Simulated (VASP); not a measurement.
# Al16O in VASP: notebook, part 2 of 2

VASP 6.6.1.

## 4. Single point, PBE

Contents of INCAR:

```
PREC = Accurate ; ENCUT = 520
EDIFF = 1E-7 ; ISMEAR = 0
SIGMA = 0.1 ; LREAL = Auto
LASPH = T ; NELM = 60
ALGO = Normal ; ISIF = 2
LWAVE = F ; LCHARG = T
LDIPOL = T ; IDIPOL = 3
DIPOL = 0.5 0.5 0.318 ; GGA = PE
LELF = T ; LVHAR = T
LVACPOTAV = T ; NBANDS = 41
```

Contents of KPOINTS:

```
Automatic mesh
0
Gamma
  5 4 1
```

Contents of POSCAR:

```
Al16O
1.0
    5.7135165838      0.0000000000      0.0000000000
    0.0000000000      8.0801326416      0.0000000000
    0.0000000000      0.0000000000     19.7432786844
Al O
16 1
Direct
    0.2500000000      0.2500000000      0.2026005946
    0.2500000000      0.7500000000      0.2026005946
    0.7500000000      0.2500000000      0.2026005946
    0.7500000000      0.7500000000      0.2026005946
    0.0000000000      0.0000000000      0.2749482107
    0.0000000000      0.5000000000      0.2749482107
    0.5000000000      0.0000000000      0.2749482107
    0.5000000000      0.5000000000      0.2749482107
    0.2500000000      0.2500000000      0.3495466410
    0.2500000000      0.7500000000      0.3495466410
    0.7500000000      0.2500000000      0.3495466410
    0.7500000000      0.7500000000      0.3495466410
    0.0000000000      0.0000000000      0.4175232906
    0.0000000000      0.5000000000      0.4175232906
    0.5000000000      0.0000000000      0.4175232906
    0.5000000000      0.5000000000      0.4175232906
    0.0833333333      0.1875000000      0.4350461086
```

Potentials or basis: VASP PAW PBE potentials, release 64 (Al, O).

Command:

```
$ cat potpaw_PBE.64/Al/POTCAR potpaw_PBE.64/O/POTCAR > POTCAR
$ mpirun -np 1 vasp_std > vasp.out
```

OUTCAR:

```text
PREC = Accurate
   ENCUT = 520
   EDIFF = 1E-7
   ISMEAR = 0
   LREAL = Auto
   LASPH = T
   NELM = 60
   ISIF = 2
   GGA = PE

 ion  position               nearest neighbor table
   1  0.250  0.250  0.203-   3 2.86   3 2.86   6 2.86   7 2.86   8 2.86   5 2.86   9 2.90
   2  0.250  0.750  0.203-   4 2.86   4 2.86   6 2.86   7 2.86   8 2.86   5 2.86  10 2.90
   3  0.750  0.250  0.203-   1 2.86   1 2.86   6 2.86   7 2.86   8 2.86   5 2.86  11 2.90
   4  0.750  0.750  0.203-   2 2.86   2 2.86   6 2.86   7 2.86   8 2.86   5 2.86  12 2.90
   5  0.000  0.000  0.275-  13 2.81   7 2.86   7 2.86   4 2.86   1 2.86   2 2.86   3 2.86  11 2.88
                            12 2.88   9 2.88  10 2.88
   6  0.000  0.500  0.275-  14 2.81   8 2.86   8 2.86   4 2.86   1 2.86   2 2.86   3 2.86  11 2.88
                            12 2.88   9 2.88  10 2.88
   7  0.500  0.000  0.275-  15 2.81   5 2.86   5 2.86   4 2.86   1 2.86   2 2.86   3 2.86  11 2.88
                            12 2.88   9 2.88  10 2.88
   8  0.500  0.500  0.275-  16 2.81   6 2.86   6 2.86   4 2.86   1 2.86   2 2.86   3 2.86  11 2.88
                            12 2.88   9 2.88  10 2.88
   9  0.250  0.250  0.350-  17 2.00  14 2.81  15 2.81  16 2.81  13 2.81  11 2.86  11 2.86   8 2.88
                             5 2.88   6 2.88   7 2.88   1 2.90
  10  0.250  0.750  0.350-  13 2.81  14 2.81  15 2.81  16 2.81  12 2.86  12 2.86   7 2.88   8 2.88
                             5 2.88   6 2.88   2 2.90
  11  0.750  0.250  0.350-  17 2.59  14 2.81  15 2.81  16 2.81  13 2.81   9 2.86   9 2.86   8 2.88
                             5 2.88   6 2.88   7 2.88   3 2.90
  12  0.750  0.750  0.350-  13 2.81  14 2.81  15 2.81  16 2.81  10 2.86  10 2.86   7 2.88   8 2.88
                             5 2.88   6 2.88   4 2.90
  13  0.000  0.000  0.418-  17 1.63  10 2.81  11 2.81  12 2.81   9 2.81   5 2.81  15 2.86  15 2.86

  14  0.000  0.500  0.418-  17 2.59  10 2.81  11 2.81  12 2.81   9 2.81   6 2.81  16 2.86  16 2.86

  15  0.500  0.000  0.418-   9 2.81  10 2.81  11 2.81  12 2.81   7 2.81  13 2.86  13 2.86
  16  0.500  0.500  0.418-   9 2.81  10 2.81  11 2.81  12 2.81   8 2.81  14 2.86  14 2.86
  17  0.083  0.188  0.435-  13 1.63   9 2.00  14 2.59  11 2.59

  LATTYP: Found a simple orthorhombic cell.
 ALAT       =     5.7135165838
 B/A-ratio  =     1.4142135624
 C/A-ratio  =     3.4555388778

  Lattice vectors:

 A1 = (   5.7135165838,   0.0000000000,   0.0000000000)
 A2 = (   0.0000000000,   8.0801326416,   0.0000000000)
 A3 = (   0.0000000000,   0.0000000000,  19.7432786844)

Analysis of symmetry for initial positions (statically):
=====================================================================
 Subroutine PRICEL returns:
 Original cell was already a primitive cell.

 Routine SETGRP: Setting up the symmetry group for a
 simple orthorhombic supercell.

 Subroutine GETGRP returns: Found  1 space group operations
 (whereof  1 operations were pure point group operations)
 out of a pool of  8 trial point group operations.

The static configuration has the point symmetry C_1 .

Analysis of symmetry for dynamics (positions and initial velocities):
=====================================================================
 Subroutine PRICEL returns:
 Original cell was already a primitive cell.

 Routine SETGRP: Setting up the symmetry group for a
 simple orthorhombic supercell.

 Subroutine GETGRP returns: Found  1 space group operations
 (whereof  1 operations were pure point group operations)
 out of a pool of  8 trial point group operations.

[... 105 lines left out ...]
   NGXF,Y,Z  is equivalent  to a cutoff of  24.44, 24.69, 25.26 a.u.
 SYSTEM =  unknown system
   PREC   = accura    normal or accurate (medium, high low for compatibility)
   ISTART =      0    job   : 0-new  1-cont  2-samecut
   ICHARG =      2    charge: 1-file 2-atom 10-const
   ISPIN  =      1    spin polarized calculation?
   LNONCOLLINEAR =      F non collinear calculations
   LSORBIT =      F    spin-orbit coupling
   LASPH  =      T    aspherical Exc in radial PAW
   ENCUT  =  520.0 eV  38.22 Ry    6.18 a.u.  10.62 15.02 36.71*2*pi/ulx,y,z
   NELM   =     60;   NELMIN=  2; NELMDL= -5     # of ELM steps
   EDIFF  = 0.1E-06   stopping-criterion for ELM
   LREAL  =      T    real-space projection
   EDIFFG = 0.1E-05   stopping-criterion for IOM
   NSW    =      0    number of steps for IOM
   IBRION =     -1    ionic relax: 0-MD 1-quasi-New 2-CG
   NFREE  =      0    steps in history (QN), initial steepest desc. (CG)
   ISIF   =      2    stress and relaxation
   ISYM   =      2    0-nonsym 1-usesym 2-fastsym
   POTIM  = 0.5000    time-step for ionic-motion
   TEBEG  =    0.0;   TEEND  =   0.0 temperature during run
   PSTRESS=    0.0 pullay stress
   NELECT =      54.0000    total number of electrons
   NUPDOWN=      -1.0000    fix difference up-down
   EMIN   =  10.00;   EMAX   =-10.00  energy-range for DOS
   EFERMI =   0.00;   METHOD = LEGACY
   ISMEAR =     0;   SIGMA  =   0.10  broadening in eV -4-tet -1-fermi 0-gaus
   EFERMI_NEDOS =   21; number of points for ismear=-14 and -15
   IALGO  =     38    algorithm
   IMIX   =      4    mixing-type and parameters
     AMIX     =   0.40;   BMIX     =  1.00
     AMIX_MAG =   1.60;   BMIX_MAG =  1.00
  volume/ion in A,a.u.               =      53.62       361.82
  Fermi-wavevector in a.u.,A,eV,Ry     =   0.638203  1.206029  5.541699  0.407303
  Thomas-Fermi vector in A             =   1.703466
   LORBIT       =      0    0 simple, 1 ext, 2 COOP (PROOUT), +10 PAW based schemes
   GGA     = PE    functional components
   LHFCALC =     F    Hartree Fock is set to
   AEXX    =    0.0000 exact exchange contribution
   IVDW    =     0    specifies the selected vdW correction
   LEPSILON=     F    determine dielectric tensor
   LRPA    =     F    only Hartree local field effects (RPA)
 non-spin polarized calculation
 Gauss-broadening in eV      SIGMA  =   0.10
  energy-cutoff  :      520.00
  volume of cell :      911.47
 maximum number of plane-waves:     24626
   NGX = 21   NGY = 31   NGZ = 73

 dipolmoment           0.000000      0.000000     -0.138004 electrons x Angstroem

 number of electron      54.0000000 magnetization

 dipolmoment           0.000000      0.000000      0.012347 electrons x Angstroem

 Free energy of the ion-electron system (eV)
  ---------------------------------------------------
  ext. energy  EPLUGINS =         0.00000000
  ---------------------------------------------------
  free energy    TOTEN  =       -62.12081733 eV

  energy without entropy =      -62.09723334  energy(sigma->0) =      -62.10902534

 E-fermi :  -0.6087     XC(G=0):  -4.0487

 val. band max:       -0.6792130733   @ k =   0.4000   0.0000   0.0000
 cond. band min:      -0.5699520813   @ k =   0.0000   0.2500   0.0000
 fundamental gap:      0.1092609920
 Fermi energy:        -0.6086756155

 k-point     1 :       0.0000    0.0000    0.0000
  band No.  band energies     occupation
      1     -19.9041      2.00000
      2     -10.6504      2.00000
      3      -8.7105      2.00000
      4      -8.4815      2.00000
      5      -8.1108      2.00000
      6      -6.9902      2.00000
[... 451 lines left out ...]
     38       2.2680      0.00000
     39       2.3252      0.00000
 [bands above 39 left out]

------------------------ aborting loop because EDIFF is reached ----------------------------------------

 vacuum level on the upper side and lower side of the slab       (xc-potential included)        -0.060        -0.136

  FORCE on cell =-STRESS in cart. coord.  units (eV):
  Direction    XX          YY          ZZ          XY          YZ          ZX
  --------------------------------------------------------------------------------------
  -------------------------------------------------------------------------------------
  Total      -11.0085213      2.2834872     -2.4218665      0.8240414      1.5981510      1.5280687
  in kB      -19.3507727      4.0139125     -4.2571556      1.4484995      2.8092290      2.6860383
  external PRESSURE =      -6.5313386 kB  Pullay stress =       0.0000000 kB

 VOLUME and BASIS-vectors are now :
 -----------------------------------------------------------------------------
  energy-cutoff  :      520.00
  volume of cell :      911.47
      direct lattice vectors                 reciprocal lattice vectors
     5.713516584  0.000000000  0.000000000     0.175023558  0.000000000  0.000000000
     0.000000000  8.080132642  0.000000000     0.000000000  0.123760345  0.000000000
     0.000000000  0.000000000 19.743278684     0.000000000  0.000000000  0.050650149

 POSITION                                       TOTAL-FORCE (eV/Angst)
 -----------------------------------------------------------------------------------
      1.42838      2.02003      4.00000         0.146974     -0.049846      0.236549
      1.42838      6.06010      4.00000         0.111229     -0.031605      0.245553
      4.28514      2.02003      4.00000        -0.158738      0.009174      0.156862
      4.28514      6.06010      4.00000        -0.063550     -0.063508      0.205512
      0.00000      0.00000      5.42838        -0.085815      0.020837     -0.208181
      0.00000      4.04007      5.42838        -0.029221     -0.104366     -0.050799
[... 9 lines left out ...]
      2.85676      4.04007      8.24328         0.154883      0.142319     -0.100538
      0.47613      1.51502      8.58924         1.449977      3.916708      0.010292
 -----------------------------------------------------------------------------------
    total drift:                                0.000033      0.000347      0.000806

  FREE ENERGIE OF THE ION-ELECTRON SYSTEM (eV)
  ---------------------------------------------------
  free  energy   TOTEN  =       -62.1208173325 eV

  energy  without entropy=      -62.0972333410  energy(sigma->0) =      -62.10902534

 vacuum level on the upper side and lower side of the slab         3.687         3.639
```

Wall time 9.3 min (1 thread of AMD EPYC 9R45 (Zen 5), shared host); peak memory 0.81 GiB.

What came out:

* Free energy: -62.1208 eV
* Largest force: 4.176 eV/Å
* Band gap on the k mesh: zero (bands 27 and 28 overlap by 0.60 eV)
* Work function of the upper face: 4.30 eV
* Work function of the lower face: 4.25 eV

Forces on the atoms (eV/Å):
```
Al   0.147 -0.050  0.237
Al   0.111 -0.032  0.246
Al  -0.159  0.009  0.157
Al  -0.064 -0.064  0.206
Al  -0.086  0.021 -0.208
Al  -0.029 -0.104 -0.051
Al  -0.062 -0.035 -0.055
Al   0.054  0.027 -0.236
Al  -0.155 -0.093  0.513
Al   0.012  0.310  0.099
Al  -0.442  0.100 -0.262
Al  -0.036  0.122 -0.056
Al  -1.361 -3.819 -0.611
Al  -0.017  0.014  0.098
Al   0.481 -0.465  0.015
Al   0.155  0.142 -0.101
O    1.450  3.917  0.010
```

Levels at points of the mesh, in eV from the Fermi level:
| k point | band 23 | band 24 | band 25 | band 26 | band 27 | band 28 | band 29 | band 30 | band 31 | band 32 |
| --- | --- | --- | --- | --- | --- | --- | --- | --- | --- | --- |
| (0.00, 0.00, 0.00) | -1.28 | -1.21 | -0.81 | -0.45 | -0.35 | -0.17 | 0.23 | 0.49 | 0.86 | 1.39 |
| (0.00, 0.50, 0.00) | -1.02 | -0.83 | -0.78 | -0.57 | -0.50 | -0.10 | 0.33 | 0.42 | 0.63 | 0.85 |

## 5. Summary

| cell | gap on the mesh (eV) | largest force (eV/Å) |
| --- | --- | --- |
| as given, atomic positions A | none | 0.81 |
| as given, atomic positions B | none | 1.03 |
| as given, atomic positions C | none | 4.18 |

Alike in all rows: task single point; level PBE; potentials or basis VASP PAW PBE potentials, release 64 (Al, O); no spin polarisation; k mesh 5 × 4 × 1; cutoff (eV) 520; smearing gaussian 0.1 eV.

Absolute energies hang on the potentials; compare differences alone.

The gap in the log of VASP goes by the Fermi energy; the results here count the filled bands.